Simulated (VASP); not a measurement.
# MoS2 (R3m) in VASP: a series of runs

The runs below take MoS2 through electric field gradients, with PBE.

Everything below comes from runs of VASP 6.6.1. Logs are shortened: lines on timing, memory, paths and dates and some standing lists are left out, and cuts for length are marked.

**1. The cell of the first run**

Symmetry: R3m, No. 160, trigonal system. The conventional cell has a = 3.163 Å, b = 3.163 Å, c = 18.554 Å, α = 90.00°, β = 90.00°, γ = 120.00°. Mo (site symmetry 3m) has 6 S at 2.37 Å and 6 Mo at 3.16 Å within 3.2 Å. S (site symmetry 3m) has 3 Mo at 2.37 Å and 7 S at 3.03 to 3.16 Å within 3.2 Å. Within 3.2 Å of S (site symmetry 3m) lie 3 Mo at 2.37 Å and 7 S at 3.03 to 3.16 Å.

**2. Electric field gradients, PBE (zz strain of +1 %)**

File INCAR:

```
PREC     = Accurate       # precision mode
ENCUT    = 520            # plane-wave cutoff, eV
EDIFF    = 1E-8           # SCF threshold, eV
ISMEAR   = -1             # smearing method
SIGMA    = 0.05           # smearing width, eV
LREAL    = F              # projectors in reciprocal space
LASPH    = T              # aspherical terms in the spheres
NELM     = 100            # most SCF steps
ALGO     = Normal         # electronic algorithm
ISIF     = 2              # what is computed and relaxed
LWAVE    = F              # write WAVECAR
LCHARG   = F              # write CHGCAR
GGA      = PE             # functional
LEFG     = T            
NBANDS   = 20             # bands
```

File KPOINTS:

```
Automatic mesh
0
Gamma
  13 13 13
```

File POSCAR:

```
MoS2
1.0
    1.5815003568      0.9130796567      6.1845633000
   -1.5815003568      0.9130796567      6.1845633000
    0.0000000000     -1.8261593134      6.1845633000
Mo S
1 2
Direct
    0.0000000000      0.0000000000      0.0000000000
    0.7484000000      0.7484000000      0.7484000000
    0.5849000000      0.5849000000      0.5849000000
```

Potentials or basis: VASP PAW PBE potentials, release 64 (Mo_sv, S).

Launch:

```console
$ cat potpaw_PBE.64/Mo_sv/POTCAR potpaw_PBE.64/S/POTCAR > POTCAR
$ mpirun -np 1 vasp_std > vasp.out
```

OUTCAR:

```text
PREC = Accurate
   ENCUT = 520
   EDIFF = 1E-8
   ISMEAR = -1
   LREAL = F
   LASPH = T
   NELM = 100
   ISIF = 2
   GGA = PE

 ion  position               nearest neighbor table
   1  0.000  0.000  0.000-   2 2.37   2 2.37   2 2.37   3 2.37   3 2.37   3 2.37
   2  0.748  0.748  0.748-   1 2.37   1 2.37   1 2.37
   3  0.585  0.585  0.585-   1 2.37   1 2.37   1 2.37

  LATTYP: Found a trigonal (rhomboedric) cell.
 ALAT       =     6.4485410016
 COS(alpha) =     0.8797055328

  Lattice vectors:

 A1 = (   1.5815003568,   0.9130796567,   6.1845633000)
 A2 = (  -1.5815003568,   0.9130796567,   6.1845633000)
 A3 = (   0.0000000000,  -1.8261593134,   6.1845633000)

Analysis of symmetry for initial positions (statically):
=====================================================================
 Subroutine PRICEL returns:
 Original cell was already a primitive cell.

 Routine SETGRP: Setting up the symmetry group for a
 trigonal (rhombohedral) supercell.

 Subroutine GETGRP returns: Found  6 space group operations
 (whereof  6 operations were pure point group operations)
 out of a pool of 12 trial point group operations.

The static configuration has the point symmetry C_3v.

Analysis of symmetry for dynamics (positions and initial velocities):
=====================================================================
 Subroutine PRICEL returns:
 Original cell was already a primitive cell.

 Routine SETGRP: Setting up the symmetry group for a
 trigonal (rhombohedral) supercell.

 Subroutine GETGRP returns: Found  6 space group operations
 (whereof  6 operations were pure point group operations)
 out of a pool of 12 trial point group operations.

The dynamic configuration has the point symmetry C_3v.

 Subroutine INISYM returns: Found  6 space group operations
 (whereof  6 operations are pure point group operations),
 and found     1 'primitive' translations

----------------------------------------------------------------------------------------

                                     Primitive cell

  volume of cell :      53.5844

  direct lattice vectors                    reciprocal lattice vectors
     1.581500357  0.913079657  6.184563300     0.316155477  0.182532450  0.053897635
    -1.581500357  0.913079657  6.184563300    -0.316155477  0.182532450  0.053897635
     0.000000000 -1.826159313  6.184563300     0.000000000 -0.365064900  0.053897635

  length of vectors
     6.448541002  6.448541002  6.448541002     0.369022135  0.369022135  0.369022135

  position of ions in fractional coordinates (direct lattice)
     0.000000000  0.000000000  0.000000000
     0.748400000  0.748400000  0.748400000
     0.584900000  0.584900000  0.584900000

  ion indices of the primitive-cell ions
   primitive index   ion index
                 1           1
                 2           2
                 3           3

----------------------------------------------------------------------------------------

 KPOINTS: Automatic mesh

Automatic generation of k-mesh.
 Grid dimensions read from file:
 generate k-points for:   13   13   13

 Generating k-lattice:

  Cartesian coordinates                     Fractional coordinates (reciprocal lattice)
     0.024319652  0.014040958  0.004145972     0.076923077  0.000000000  0.000000000
    -0.024319652  0.014040958  0.004145972     0.000000000  0.076923077  0.000000000
     0.000000000 -0.028081915  0.004145972     0.000000000  0.000000000  0.076923077

  Length of vectors
     0.028386318  0.028386318  0.028386318

  Shift w.r.t. Gamma in fractional coordinates (k-lattice)
     0.000000000  0.000000000  0.000000000

 Subroutine IBZKPT returns following result:
 ===========================================

 Found    231 irreducible k-points:

 Following reciprocal coordinates:
            Coordinates               Weight
  0.000000  0.000000  0.000000      1.000000
  0.076923 -0.000000 -0.000000      6.000000
  0.153846 -0.000000  0.000000      6.000000
  0.230769  0.000000 -0.000000      6.000000
  0.307692 -0.000000  0.000000      6.000000
  0.384615  0.000000  0.000000      6.000000
[... 16 lines left out ...]
  0.384615  0.153846  0.000000     12.000000
  0.461538  0.153846  0.000000     12.000000
 [... further k-points ...]
   k-points           NKPTS =    231   k-points in BZ     NKDIM =    231   number of bands    NBANDS=     20
   number of dos      NEDOS =    301   number of ions     NIONS =      3
   total plane-waves  NPLWV = 110592
   dimension x,y,z NGX =    48 NGY =   48 NGZ =   48
   dimension x,y,z NGXF=    96 NGYF=   96 NGZF=   96
   ions per type =               1   2
   NGX,Y,Z   is equivalent  to a cutoff of  12.37, 12.37, 12.37 a.u.
   NGXF,Y,Z  is equivalent  to a cutoff of  24.75, 24.75, 24.75 a.u.
 SYSTEM =  unknown system
   PREC   = accura    normal or accurate (medium, high low for compatibility)
   ISTART =      0    job   : 0-new  1-cont  2-samecut
   ICHARG =      2    charge: 1-file 2-atom 10-const
   ISPIN  =      1    spin polarized calculation?
   LNONCOLLINEAR =      F non collinear calculations
   LSORBIT =      F    spin-orbit coupling
   LASPH  =      T    aspherical Exc in radial PAW
   ENCUT  =  520.0 eV  38.22 Ry    6.18 a.u.  11.99 11.99 11.99*2*pi/ulx,y,z
   NELM   =    100;   NELMIN=  2; NELMDL= -5     # of ELM steps
   EDIFF  = 0.1E-07   stopping-criterion for ELM
   LREAL  =      F    real-space projection
   EDIFFG = 0.1E-06   stopping-criterion for IOM
   NSW    =      0    number of steps for IOM
   IBRION =     -1    ionic relax: 0-MD 1-quasi-New 2-CG
   NFREE  =      0    steps in history (QN), initial steepest desc. (CG)
   ISIF   =      2    stress and relaxation
   ISYM   =      2    0-nonsym 1-usesym 2-fastsym
   POTIM  = 0.5000    time-step for ionic-motion
   TEBEG  =    0.0;   TEEND  =   0.0 temperature during run
   PSTRESS=    0.0 pullay stress
   NELECT =      26.0000    total number of electrons
   NUPDOWN=      -1.0000    fix difference up-down
   EMIN   =  10.00;   EMAX   =-10.00  energy-range for DOS
   EFERMI =   0.00;   METHOD = LEGACY
   ISMEAR =    -1;   SIGMA  =   0.05  broadening in eV -4-tet -1-fermi 0-gaus
   EFERMI_NEDOS =   21; number of points for ismear=-14 and -15
   IALGO  =     38    algorithm
   IMIX   =      4    mixing-type and parameters
     AMIX     =   0.40;   BMIX     =  1.00
     AMIX_MAG =   1.60;   BMIX_MAG =  1.00
  volume/ion in A,a.u.               =      17.86       120.54
  Fermi-wavevector in a.u.,A,eV,Ry     =   1.286431  2.431002 22.516349  1.654905
  Thomas-Fermi vector in A             =   2.418506
   LORBIT       =      0    0 simple, 1 ext, 2 COOP (PROOUT), +10 PAW based schemes
   GGA     = PE    functional components
   LHFCALC =     F    Hartree Fock is set to
   AEXX    =    0.0000 exact exchange contribution
   IVDW    =     0    specifies the selected vdW correction
   LEPSILON=     F    determine dielectric tensor
   LRPA    =     F    only Hartree local field effects (RPA)
 non-spin polarized calculation
  energy-cutoff  :      520.00
  volume of cell :       53.58
 maximum number of plane-waves:      1458
   NGX = 23   NGY = 23   NGZ = 23

 number of electron      25.9999999 magnetization

 Free energy of the ion-electron system (eV)
  ---------------------------------------------------
  ext. energy  EPLUGINS =         0.00000000
  ---------------------------------------------------
  free energy    TOTEN  =       -21.76356736 eV

  energy without entropy =      -21.76356551  energy(sigma->0) =      -21.76356643

 E-fermi :   7.9730     XC(G=0): -10.7449

 val. band max:        7.5995840948   @ k =   0.4615   0.4615   0.4615
 cond. band min:       8.4942499886   @ k =  -0.3077   0.3077   0.0000
 fundamental gap:      0.8946658938
 Fermi energy:         7.9729961488

 k-point     1 :       0.0000    0.0000    0.0000
  band No.  band energies     occupation
      1     -54.0060      2.00000
      2     -28.1766      2.00000
      3     -27.9588      2.00000
      4     -27.9588      2.00000
      5      -7.6060      2.00000
      6      -5.8475      2.00000
[... 12 lines left out ...]
     19      15.7446      0.00000
     20      15.8529      0.00000

 k-point     2 :       0.0769   -0.0000   -0.0000
  band No.  band energies     occupation
      1     -54.0036      2.00000
      2     -28.1719      2.00000
      3     -27.9830      2.00000
      4     -27.9642      2.00000
      5      -7.5132      2.00000
      6      -5.8213      2.00000
[... 12 lines left out ...]
     19      15.9091      0.00000
     20      16.1578      0.00000

 k-point     3 :       0.1538   -0.0000    0.0000
  band No.  band energies     occupation
      1     -53.9970      2.00000
      2     -28.1586      2.00000
      3     -28.0494      2.00000
      4     -27.9793      2.00000
      5      -7.2470      2.00000
      6      -5.7459      2.00000
[... 12 lines left out ...]
     19      16.0243      0.00000
     20      16.7568      0.00000

 k-point     4 :       0.2308    0.0000   -0.0000
  band No.  band energies     occupation
      1     -53.9876      2.00000
      2     -28.1419      2.00000
      3     -28.1398      2.00000
      4     -28.0004      2.00000
      5      -6.8447      2.00000
      6      -5.6322      2.00000
[... 429 lines left out ...]
 k-point    23 :       0.3846    0.1538    0.0000
  band No.  band energies     occupation
      1     -53.9740      2.00000
      2     -28.2458      2.00000
      3     -28.1123      2.00000
      4     -28.0602      2.00000
      5      -6.1648      2.00000
      6      -5.4697      2.00000
[... 12 lines left out ...]
     19      15.6554      0.00000
     20      16.3009      0.00000

 k-point    24 :       0.4615    0.1538    0.0000
  band No.  band energies     occupation
      1     -53.9667      2.00000
      2     -28.3033      2.00000
      3     -28.0976      2.00000
      4     -28.0894      2.00000
      5      -5.7641      2.00000
      6      -5.3454      2.00000
[... 12 lines left out ...]
     19      15.5657      0.00000
     20      16.1282      0.00000

 [... further k-points ...]

------------------------ aborting loop because EDIFF is reached ----------------------------------------

  FORCE on cell =-STRESS in cart. coord.  units (eV):
  Direction    XX          YY          ZZ          XY          YZ          ZX
  --------------------------------------------------------------------------------------
  -------------------------------------------------------------------------------------
  Total        1.8748029      1.8748029      3.5622989      0.0000000      0.0000000      0.0000000
  in kB       56.0567551     56.0567551    106.5130184      0.0000000      0.0000000      0.0000000
  external PRESSURE =      72.8755095 kB  Pullay stress =       0.0000000 kB

 VOLUME and BASIS-vectors are now :
 -----------------------------------------------------------------------------
  energy-cutoff  :      520.00
  volume of cell :       53.58
      direct lattice vectors                 reciprocal lattice vectors
     1.581500357  0.913079657  6.184563300     0.316155477  0.182532450  0.053897635
    -1.581500357  0.913079657  6.184563300    -0.316155477  0.182532450  0.053897635
     0.000000000 -1.826159313  6.184563300     0.000000000 -0.365064900  0.053897635

 POSITION                                       TOTAL-FORCE (eV/Angst)
 -----------------------------------------------------------------------------------
      0.00000      0.00000      0.00000         0.000000     -0.000000     -0.002538
      0.00000      0.00000     13.88558         0.000000      0.000000      0.957200
      0.00000      0.00000     10.85205         0.000000      0.000000     -0.954662
 -----------------------------------------------------------------------------------
    total drift:                                0.000000      0.000000     -0.000001

  FREE ENERGIE OF THE ION-ELECTRON SYSTEM (eV)
  ---------------------------------------------------
  free  energy   TOTEN  =       -21.7635673571 eV

  energy  without entropy=      -21.7635655062  energy(sigma->0) =      -21.76356643

 Electric field gradients (V/A^2)
---------------------------------------------------------------------
 ion       V_xx      V_yy      V_zz      V_xy      V_xz      V_yz
---------------------------------------------------------------------
   1      44.749    44.749   -89.498     0.000     0.000     0.000
   2      30.420    30.420   -60.840     0.000    -0.000    -0.000
   3      29.815    29.815   -59.630     0.000     0.000     0.000
---------------------------------------------------------------------

 Electric field gradients after diagonalization (V/A^2)
 (convention: |V_zz| > |V_xx| > |V_yy|)
----------------------------------------------------------------------
 ion       V_xx      V_yy      V_zz     asymmetry (V_yy - V_xx)/ V_zz
----------------------------------------------------------------------
   1      44.749    44.749   -89.498       0.000
   2      30.420    30.420   -60.840       0.000
   3      29.815    29.815   -59.630       0.000
----------------------------------------------------------------------

           NMR quadrupolar parameters

 Cq : quadrupolar parameter    Cq=e*Q*V_zz/h
 eta: asymmetry parameters     (V_yy - V_xx)/ V_zz
 Q  : nuclear electric quadrupole moment in mb (millibarn)
----------------------------------------------------------------------
 ion       Cq(MHz)       eta       Q (mb)
----------------------------------------------------------------------
   1      -0.216       0.000       1.000
   2      -0.147       0.000       1.000
   3      -0.144       0.000       1.000
----------------------------------------------------------------------
```

Run time: 22 min. Hardware: 1 thread of Oxide Virtual Turin-like, shared host; peak memory 0.44 GiB.

Results:

```yaml
Free_energy: -21.7636 eV
Pressure: 7.3 GPa
Largest_force: 0.957 eV/Å
Band_gap_on_the_k_mesh: 0.89 eV (least direct gap 1.83 eV)
Largest_electric_field_gradient_by_atom: Mo -89.5; S -60.8, -59.6 V/Å²
```

Forces in eV/Å, atoms in the order of the input:
```
Mo   0.000  0.000 -0.003
S    0.000  0.000  0.957
S    0.000  0.000 -0.955
```

Electric field gradients, principal values (V/Å²):
```csv
atom,least,middle,greatest (by size)
1 Mo,44.749,44.749,-89.498
2 S,30.420,30.420,-60.840
3 S,29.815,29.815,-59.630
```

Caveat: the cell differs from its parent crystal (zz strain of +1 %); the stress differs along the axes, from 6 to 11 GPa; without QUAD_EFG the Cq values of the log hold for a quadrupole moment of 1 mb, not for the nuclei.

(Part 1 of 2 ends here.)
